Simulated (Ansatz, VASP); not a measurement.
V: VASP beside Ansatz

```
V
1.0
     2.56070    0.00000    0.00000
    -1.28035    2.21763    0.00000
     0.00000    0.00000    4.67037
V
2
Direct
  0.33333 0.66667 0.25000
  0.66667 0.33333 0.75000
```

Alike in both runs: functional PBEsol; k mesh 6 × 6 × 4; occupations gaussian, width 0.1 eV; collinear spin.

Ansatz relaxed the structure, and its values are those at the end. VASP's run is a single point on that final structure, the one shown.

|  | VASP | Ansatz |
| --- | --- | --- |
| version | VASP 6.6.1 | Ansatz 0.2.0 |
| potentials or method | VASP PAW PBE potentials, release 64 (V_sv), cutoff 520 eV | scalar-relativistic, plane waves, PAW |
| valence electrons in the cell | 26 | 26 |

|  | VASP | Ansatz | Ansatz less VASP |
| --- | --- | --- | --- |
| gap on the k mesh at the Fermi level (eV) | none | none | - |
| pressure (GPa) | 0.2 | 0.0 | -0.21 |
| net moment per atom (μB) | 0.00 | 0.00 | -0.002 |

VASP's potentials were made for PBE, not for PBEsol. A gap of «none» marks a metal or a gap that the smearing closes. The functional is the same, so the differences come from potentials, cutoffs and numerics. Ansatz's warnings: seeded moment not kept.

The k mesh is coarse, so the values compare programs but aren't converged.
